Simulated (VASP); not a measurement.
# BeS in VASP: further runs

Runs on BeS. Level: r2SCAN. Tasks: single point.

All numbers are computed with VASP 6.6.1; they aren't measurements. Logs are shortened: lines on timing, memory, paths and dates and some standing lists are left out, and cuts for length are marked.

### Step 1. The cell of the first run

The structure is tetragonal, space group I-4m2 (No. 119). Conventional cell: a = 3.429 Å, b = 3.429 Å, c = 4.995 Å, α = 90.00°, β = 90.00°, γ = 90.00°. Within 2.8 Å of Be (site symmetry -4m2) lie 4 S at 2.12 Å. Within 2.8 Å of S (site symmetry -4m2) lie 4 Be at 2.12 Å.

### Step 2. Single point, r2SCAN (strain +0.000 along x and y, +0.030 along z)

POSCAR reads:

```
BeS
1.0
    0.0000000000      2.4250000000      2.4977500000
    2.4250000000      0.0000000000      2.4977500000
    2.4250000000      2.4250000000      0.0000000000
Be S
1 1
Direct
    0.0000000000      0.0000000000      0.0000000000
    0.7500000000      0.7500000000      0.7500000000
```

INCAR.step1 reads:

```
SYSTEM = BeS
PREC = Accurate
ENCUT = 520
ISMEAR = 0
SIGMA = 0.05
LREAL = .False.
LASPH = .True.
NELM = 60
NBANDS = 11
GGA = PE
ALGO = Normal
EDIFF = 1E-4
LWAVE = .True.
LCHARG = .False.
```

INCAR.step2 reads:

```
SYSTEM = BeS
PREC = Accurate
ENCUT = 520
EDIFF = 1E-6
ISMEAR = 0
SIGMA = 0.05
LREAL = .False.
LASPH = .True.
NELM = 60
ALGO = Normal
ISIF = 2
LWAVE = .False.
LCHARG = .False.
METAGGA = R2SCAN
LMIXTAU = .True.
NBANDS = 11
ISTART = 1
```

KPOINTS reads:

```
Automatic mesh
0
Gamma
  8 8 8
  0 0 0
```

Potentials or basis: VASP PAW PBE potentials, release 64 (Be, S).

Started as:

```sh
> cat potpaw_PBE.64/Be/POTCAR potpaw_PBE.64/S/POTCAR > POTCAR
> cp INCAR.step1 INCAR
> mpirun -np 1 vasp_std > vasp.out
> cp INCAR.step2 INCAR
> mpirun -np 1 vasp_std > vasp.out
```

OUTCAR:

```text
SYSTEM = BeS
   PREC = Accurate
   ENCUT = 520
   EDIFF = 1E-6
   ISMEAR = 0
   LREAL = .False.
   LASPH = .True.
   NELM = 60
   ISIF = 2
   METAGGA = R2SCAN
   ISTART = 1

 ion  position               nearest neighbor table
   1  0.000  0.000  0.000-   2 2.12   2 2.12   2 2.12   2 2.12
   2  0.750  0.750  0.750-   1 2.12   1 2.12   1 2.12   1 2.12

  LATTYP: Found a body centered tetragonal cell.
 ALAT       =     3.4294678888
 C/A-ratio  =     1.4566399692

  Lattice vectors:

 A1 = (  -2.4250000000,   0.0000000000,   2.4977500000)
 A2 = (   2.4250000000,   0.0000000000,   2.4977500000)
 A3 = (   0.0000000000,   2.4250000000,  -2.4977500000)

Analysis of symmetry for initial positions (statically):
=====================================================================
 Subroutine PRICEL returns:
 Original cell was already a primitive cell.

 Routine SETGRP: Setting up the symmetry group for a
 body centered tetragonal supercell.

 Subroutine GETGRP returns: Found  8 space group operations
 (whereof  8 operations were pure point group operations)
 out of a pool of 16 trial point group operations.

The static configuration has the point symmetry D_2d.

Analysis of symmetry for dynamics (positions and initial velocities):
=====================================================================
 Subroutine PRICEL returns:
 Original cell was already a primitive cell.

 Routine SETGRP: Setting up the symmetry group for a
 body centered tetragonal supercell.

 Subroutine GETGRP returns: Found  8 space group operations
 (whereof  8 operations were pure point group operations)
 out of a pool of 16 trial point group operations.

The dynamic configuration has the point symmetry D_2d.

 Subroutine INISYM returns: Found  8 space group operations
 (whereof  8 operations are pure point group operations),
 and found     1 'primitive' translations

----------------------------------------------------------------------------------------

                                     Primitive cell

  volume of cell :      29.3767

  direct lattice vectors                    reciprocal lattice vectors
     0.000000000  2.425000000  2.497750000    -0.206185567  0.206185567  0.200180162
     2.425000000  0.000000000  2.497750000     0.206185567 -0.206185567  0.200180162
     2.425000000  2.425000000  0.000000000     0.206185567  0.206185567 -0.200180162

  length of vectors
     3.481290000  3.481290000  3.429467889     0.353690646  0.353690646  0.353690646

  position of ions in fractional coordinates (direct lattice)
[... 83 lines left out ...]
   IBRION =     -1    ionic relax: 0-MD 1-quasi-New 2-CG
   NFREE  =      0    steps in history (QN), initial steepest desc. (CG)
   ISIF   =      2    stress and relaxation
   ISYM   =      2    0-nonsym 1-usesym 2-fastsym
   POTIM  = 0.5000    time-step for ionic-motion
   TEBEG  =    0.0;   TEEND  =   0.0 temperature during run
   PSTRESS=    0.0 pullay stress
   NELECT =       8.0000    total number of electrons
   NUPDOWN=      -1.0000    fix difference up-down
   EMIN   =  10.00;   EMAX   =-10.00  energy-range for DOS
   EFERMI =   0.00;   METHOD = LEGACY
   ISMEAR =     0;   SIGMA  =   0.05  broadening in eV -4-tet -1-fermi 0-gaus
   EFERMI_NEDOS =   21; number of points for ismear=-14 and -15
   IALGO  =     38    algorithm
   IMIX   =      4    mixing-type and parameters
     AMIX     =   0.40;   BMIX     =  1.00
     AMIX_MAG =   1.60;   BMIX_MAG =  1.00
  volume/ion in A,a.u.               =      14.69        99.12
  Fermi-wavevector in a.u.,A,eV,Ry     =   1.061135  2.005255 15.320265  1.126008
  Thomas-Fermi vector in A             =   2.196541
   LORBIT       =      0    0 simple, 1 ext, 2 COOP (PROOUT), +10 PAW based schemes
   METAGGA = R2SCAN    functional components
   LHFCALC =     F    Hartree Fock is set to
   AEXX    =    0.0000 exact exchange contribution
   IVDW    =     0    specifies the selected vdW correction
   LEPSILON=     F    determine dielectric tensor
   LRPA    =     F    only Hartree local field effects (RPA)
 non-spin polarized calculation
 Gauss-broadening in eV      SIGMA  =   0.05
  energy-cutoff  :      520.00
  volume of cell :       29.38
 maximum number of plane-waves:       805
 NGX is ok and might be reduce to    28
   NGX = 13   NGY = 13   NGZ = 13

 number of electron       7.9999999 magnetization

 Free energy of the ion-electron system (eV)
  ---------------------------------------------------
  ext. energy  EPLUGINS =         0.00000000
  ---------------------------------------------------
  free energy    TOTEN  =       -14.77925610 eV

  energy without entropy =      -14.77925610  energy(sigma->0) =      -14.77925610

 E-fermi :   4.0363     XC(G=0): -10.0560

 val. band max:        3.7221042202   @ k =   0.0000   0.0000   0.0000
 cond. band min:       7.2288509462   @ k =   0.5000   0.0000   0.5000
 fundamental gap:      3.5067467260
 Fermi energy:         4.0363311099

 k-point     1 :       0.0000    0.0000    0.0000
  band No.  band energies     occupation
      1     -10.4283      2.00000
      2       3.5521      2.00000
      3       3.7221      2.00000
      4       3.7221      2.00000
      5       9.9339      0.00000
      6       9.9339      0.00000
      7       9.9664      0.00000
      8      10.0839      0.00000
      9      16.6787      0.00000
     10      17.3658      0.00000
     11      19.3297      0.00000
[... 309 lines left out ...]
 k-point    24 :       0.3750   -0.0000    0.1250
  band No.  band energies     occupation
      1      -9.2076      2.00000
      2      -0.7844      2.00000
      3       2.2527      2.00000
      4       2.4650      2.00000
      5       9.6858      0.00000
      6      11.2399      0.00000
      7      11.8710      0.00000
      8      13.0841      0.00000
      9      17.1968      0.00000
     10      18.4268      0.00000
     11      19.5998      0.00000

 [... further k-points ...]
[... 5 lines left out ...]
  --------------------------------------------------------------------------------------
  -------------------------------------------------------------------------------------
  Total       -0.0797979     -0.0797979     -0.6405562      0.0000000      0.0000000      0.0000000
  in kB       -4.3521047     -4.3521047    -34.9353705      0.0000000      0.0000000      0.0000000
  external PRESSURE =     -14.5465266 kB  Pullay stress =       0.0000000 kB

 VOLUME and BASIS-vectors are now :
 -----------------------------------------------------------------------------
  energy-cutoff  :      520.00
  volume of cell :       29.38
      direct lattice vectors                 reciprocal lattice vectors
     0.000000000  2.425000000  2.497750000    -0.206185567  0.206185567  0.200180162
     2.425000000  0.000000000  2.497750000     0.206185567 -0.206185567  0.200180162
     2.425000000  2.425000000  0.000000000     0.206185567  0.206185567 -0.200180162

 POSITION                                       TOTAL-FORCE (eV/Angst)
 -----------------------------------------------------------------------------------
      0.00000      0.00000      0.00000         0.000000      0.000000     -0.000000
      3.63750      3.63750      3.74662        -0.000000     -0.000000      0.000000
 -----------------------------------------------------------------------------------
    total drift:                               -0.000000     -0.000000     -0.000000

  FREE ENERGIE OF THE ION-ELECTRON SYSTEM (eV)
  ---------------------------------------------------
  free  energy   TOTEN  =       -14.7792560990 eV

  energy  without entropy=      -14.7792560990  energy(sigma->0) =      -14.77925610
```

OUTCAR.step1:

```text
SYSTEM = BeS
   PREC = Accurate
   ENCUT = 520
   ISMEAR = 0
   LREAL = .False.
   LASPH = .True.
[... 559 lines left out ...]
      0.00000      0.00000      0.00000        -0.000000     -0.000000     -0.000000
      3.63750      3.63750      3.74662         0.000000      0.000000      0.000000
 -----------------------------------------------------------------------------------
    total drift:                                0.000000      0.000000      0.000000

  FREE ENERGIE OF THE ION-ELECTRON SYSTEM (eV)
  ---------------------------------------------------
  free  energy   TOTEN  =       -10.0066172486 eV

  energy  without entropy=      -10.0066172486  energy(sigma->0) =      -10.00661725
```

It took 2.5 min on 1 thread of AMD EPYC, shared host; peak memory 0.13 GiB.

Results:

```
Free energy            : -14.7793 eV
Pressure               : -1.5 GPa
Band gap on the k mesh : 3.51 eV, indirect (least direct gap 6.21 eV)
```

Caveat: the cell differs from its parent crystal (strain +0.000 along x and y, +0.030 along z); the PAW data sets were made with another functional, which shifts forces and pressure a little. A k mesh can miss the band edges.

### Step 3. Single point, r2SCAN (strain +0.030 along x and y, +0.000 along z)

POSCAR reads:

```
BeS
1.0
    0.0000000000      2.4977500000      2.4250000000
    2.4977500000      0.0000000000      2.4250000000
    2.4977500000      2.4977500000      0.0000000000
Be S
1 1
Direct
    0.0000000000      0.0000000000      0.0000000000
    0.7500000000      0.7500000000      0.7500000000
```

INCAR.step1 reads:

```
ALGO = Normal ; EDIFF = 1E-4
ENCUT = 520 ; GGA = PE
ISMEAR = 0 ; LASPH = True
LCHARG = False ; LREAL = False
LWAVE = True ; NBANDS = 11
NELM = 100 ; PREC = Accurate
SIGMA = 0.05
```

INCAR.step2 reads:

```
ALGO = Normal ; EDIFF = 1E-6
ENCUT = 520 ; ISIF = 2
ISMEAR = 0 ; ISTART = 1
LASPH = True ; LCHARG = False
LMIXTAU = True ; LREAL = False
LWAVE = False ; METAGGA = R2SCAN
NBANDS = 11 ; NELM = 100
PREC = Accurate ; SIGMA = 0.05
```

KPOINTS reads:

```
k-points
0
Gamma
  8 8 8
```

Potentials or basis: VASP PAW PBE potentials, release 64 (Be, S).

Started as:

```sh
> cat potpaw_PBE.64/Be/POTCAR potpaw_PBE.64/S/POTCAR > POTCAR
> cp INCAR.step1 INCAR
> mpirun -np 1 vasp_std > vasp.out
> cp INCAR.step2 INCAR
> mpirun -np 1 vasp_std > vasp.out
```

It took 2.6 min on 1 thread of AMD EPYC, shared host; peak memory 0.13 GiB.

It converged, with:

```
Free energy            : -14.7646 eV
Pressure               : -4.0 GPa
Band gap on the k mesh : 3.46 eV, indirect (least direct gap 6.06 eV)
```

Stress tensor (GPa, compression positive):
```
-4.93  0.00  0.00
 0.00 -4.93  0.00
 0.00  0.00 -2.23
```

Levels at points of the mesh, in eV from the valence-band top:
```csv
k point,band 1,band 2,band 3,band 4,band 5,band 6,band 7,band 8
"(0.00, 0.00, 0.00)",-14.00,-0.15,-0.15,0.00,6.06,6.17,6.20,6.20
"(0.50, 0.00, 0.00)",-12.48,-5.67,-1.20,-0.95,5.74,6.93,7.24,11.66
"(0.50, 0.50, 0.00)",-11.88,-4.85,-2.76,-2.76,3.46,5.14,13.28,13.28
"(0.50, 0.00, 0.50)",-12.01,-5.05,-2.55,-2.50,3.68,5.43,13.16,13.32
```

Caveat: the cell differs from its parent crystal (strain +0.030 along x and y, +0.000 along z); the PAW data sets were made with another functional, which shifts forces and pressure a little. A k mesh can miss the band edges.

### Step 4. Single point, r2SCAN (strain -0.030 along x and y, -0.030 along z)

POSCAR reads:

```
BeS
1.0
    0.0000000000      2.3522500000      2.3522500000
    2.3522500000      0.0000000000      2.3522500000
    2.3522500000      2.3522500000      0.0000000000
Be S
1 1
Direct
    0.0000000000      0.0000000000      0.0000000000
    0.7500000000      0.7500000000      0.7500000000
```

INCAR.step1 reads:

```
PREC = Accurate
ENCUT = 520
ISMEAR = 0
SIGMA = 0.05
LREAL = F
LASPH = T
NELM = 60
NBANDS = 11
GGA = PE
ALGO = Normal
EDIFF = 1E-4
LWAVE = T
LCHARG = F
```

INCAR.step2 reads:

```
PREC = Accurate
ENCUT = 520
EDIFF = 1E-6
ISMEAR = 0
SIGMA = 0.05
LREAL = F
LASPH = T
NELM = 60
ALGO = Normal
ISIF = 2
LWAVE = F
LCHARG = F
METAGGA = R2SCAN
LMIXTAU = T
NBANDS = 11
ISTART = 1
```

KPOINTS reads:

```
regular mesh
0
Gamma
  8 8 8
```

Potentials or basis: VASP PAW PBE potentials, release 64 (Be, S).

Started as:

```sh
> cat potpaw_PBE.64/Be/POTCAR potpaw_PBE.64/S/POTCAR > POTCAR
> cp INCAR.step1 INCAR
> mpirun -np 1 vasp_std > vasp.out
> cp INCAR.step2 INCAR
> mpirun -np 1 vasp_std > vasp.out
```

OUTCAR:

```text
PREC = Accurate
   ENCUT = 520
   EDIFF = 1E-6
   ISMEAR = 0
   LREAL = F
   LASPH = T
   NELM = 60
   ISIF = 2
   METAGGA = R2SCAN
   ISTART = 1

 ion  position               nearest neighbor table
   1  0.000  0.000  0.000-   2 2.04   2 2.04   2 2.04   2 2.04
   2  0.750  0.750  0.750-   1 2.04   1 2.04   1 2.04   1 2.04

  LATTYP: Found a face centered cubic cell.
 ALAT       =     4.7045000000

  Lattice vectors:

 A1 = (   0.0000000000,   2.3522500000,   2.3522500000)
 A2 = (   2.3522500000,   0.0000000000,   2.3522500000)
 A3 = (   2.3522500000,   2.3522500000,   0.0000000000)

Analysis of symmetry for initial positions (statically):
=====================================================================
 Subroutine PRICEL returns:
 Original cell was already a primitive cell.

 Routine SETGRP: Setting up the symmetry group for a
 face centered cubic supercell.

 Subroutine GETGRP returns: Found 24 space group operations
 (whereof 24 operations were pure point group operations)
 out of a pool of 48 trial point group operations.

The static configuration has the point symmetry T_d .

Analysis of symmetry for dynamics (positions and initial velocities):
=====================================================================
 Subroutine PRICEL returns:
 Original cell was already a primitive cell.

 Routine SETGRP: Setting up the symmetry group for a
 face centered cubic supercell.

 Subroutine GETGRP returns: Found 24 space group operations
 (whereof 24 operations were pure point group operations)
 out of a pool of 48 trial point group operations.

The dynamic configuration has the point symmetry T_d .

 Subroutine INISYM returns: Found 24 space group operations
 (whereof 24 operations are pure point group operations),
 and found     1 'primitive' translations

----------------------------------------------------------------------------------------

                                     Primitive cell

[... 112 lines left out ...]
  Fermi-wavevector in a.u.,A,eV,Ry     =   1.104786  2.087742 16.606609  1.220551
  Thomas-Fermi vector in A             =   2.241263
   LORBIT       =      0    0 simple, 1 ext, 2 COOP (PROOUT), +10 PAW based schemes
   METAGGA = R2SCAN    functional components
   LHFCALC =     F    Hartree Fock is set to
   AEXX    =    0.0000 exact exchange contribution
   IVDW    =     0    specifies the selected vdW correction
   LEPSILON=     F    determine dielectric tensor
   LRPA    =     F    only Hartree local field effects (RPA)
 non-spin polarized calculation
 Gauss-broadening in eV      SIGMA  =   0.05
  energy-cutoff  :      520.00
  volume of cell :       26.03
 maximum number of plane-waves:       725
 NGX is ok and might be reduce to    28
   NGX = 13   NGY = 13   NGZ = 13

 number of electron       8.0000000 magnetization

 Free energy of the ion-electron system (eV)
  ---------------------------------------------------
  ext. energy  EPLUGINS =         0.00000000
  ---------------------------------------------------
  free energy    TOTEN  =       -14.68210089 eV

  energy without entropy =      -14.68210089  energy(sigma->0) =      -14.68210089

 E-fermi :   5.2781     XC(G=0): -10.5874

 val. band max:        4.9673038597   @ k =   0.0000   0.0000   0.0000
 cond. band min:       8.3127901991   @ k =   0.5000   0.5000   0.0000
 fundamental gap:      3.3454863393
 Fermi energy:         5.2781391417

 k-point     1 :       0.0000    0.0000    0.0000
  band No.  band energies     occupation
      1     -10.0065      2.00000
      2       4.9673      2.00000
      3       4.9673      2.00000
      4       4.9673      2.00000
      5      11.1465      0.00000
      6      11.1465      0.00000
      7      11.1465      0.00000
      8      12.5110      0.00000
      9      18.5579      0.00000
     10      18.5579      0.00000
     11      21.6420      0.00000
[... 309 lines left out ...]
 k-point    24 :      -0.3750    0.2500    0.1250
  band No.  band energies     occupation
      1      -7.7171      2.00000
      2      -1.0331      2.00000
      3       1.8016      2.00000
      4       2.8278      2.00000
      5      11.5394      0.00000
      6      12.3805      0.00000
      7      15.2536      0.00000
      8      16.6271      0.00000
      9      17.7211      0.00000
     10      21.8110      0.00000
     11      22.7841      0.00000

 [... further k-points ...]
[... 5 lines left out ...]
  --------------------------------------------------------------------------------------
  -------------------------------------------------------------------------------------
  Total        2.0204615      2.0204615      2.0204615      0.0000000      0.0000000      0.0000000
  in kB      124.3600044    124.3600044    124.3600044      0.0000000      0.0000000      0.0000000
  external PRESSURE =     124.3600044 kB  Pullay stress =       0.0000000 kB

 VOLUME and BASIS-vectors are now :
 -----------------------------------------------------------------------------
  energy-cutoff  :      520.00
  volume of cell :       26.03
      direct lattice vectors                 reciprocal lattice vectors
     0.000000000  2.352250000  2.352250000    -0.212562440  0.212562440  0.212562440
     2.352250000  0.000000000  2.352250000     0.212562440 -0.212562440  0.212562440
     2.352250000  2.352250000  0.000000000     0.212562440  0.212562440 -0.212562440

 POSITION                                       TOTAL-FORCE (eV/Angst)
 -----------------------------------------------------------------------------------
      0.00000      0.00000      0.00000         0.000000      0.000000      0.000000
      3.52838      3.52838      3.52838        -0.000000     -0.000000     -0.000000
 -----------------------------------------------------------------------------------
    total drift:                                0.000000      0.000000      0.000000

  FREE ENERGIE OF THE ION-ELECTRON SYSTEM (eV)
  ---------------------------------------------------
  free  energy   TOTEN  =       -14.6821008863 eV

  energy  without entropy=      -14.6821008863  energy(sigma->0) =      -14.68210089
```

Run time: 30 s. Hardware: 1 thread of Intel Xeon Platinum 8488C (Sapphire Rapids), shared host; peak memory 0.15 GiB.

What came out:

| Item | Value |
| --- | --- |
| Free energy | -14.6821 eV |
| Pressure | 12.4 GPa |
| Band gap on the k mesh | 3.35 eV, indirect (least direct gap 6.18 eV) |

Caveat: the cell differs from its parent crystal (strain -0.030 along x and y, -0.030 along z); the PAW data sets were made with another functional, which shifts forces and pressure a little. A k mesh can miss the band edges.

(Part 1 of 2 ends here.)
